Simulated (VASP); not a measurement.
A run of VASP 6.6.1 is set up as follows.

INCAR

```
SYSTEM = C
ALGO = Normal ; EDIFF = 1E-7
ENCUT = 520 ; GGA = PE
ISIF = 2 ; ISMEAR = -1
IVDW = 12 ; LASPH = .True.
LCHARG = .False. ; LREAL = .False.
LWAVE = .False. ; NBANDS = 11
NELM = 60 ; PREC = Accurate
SIGMA = 0.05
```

Contents of KPOINTS:

```
k-points
0
Gamma
  12 12 3
  0 0 0
```

The input POSCAR:

```
C
1.0
    2.4659881211      0.0000000000      0.0000000000
   -1.2329940605      2.1356083583      0.0000000000
    0.0000000000      0.0000000000      8.4687021258
C
2
Direct
    0.6666666667      0.3333333333      0.0000000000
    0.3333333333      0.6666666667      0.0000000000
```

Potentials or basis: VASP PAW PBE potentials, release 64 (C).

The run is started by

```sh
$ cat potpaw_PBE.64/C/POTCAR > POTCAR
$ mpirun -np 1 vasp_std > vasp.out
```

(1) Predict the dispersion energy per atom.

(2) What does it give for the band gap on the k mesh?

Results:

(1) -0.090 eV.

(2) zero (filled and empty bands touch).

Caveat: three body term missing.
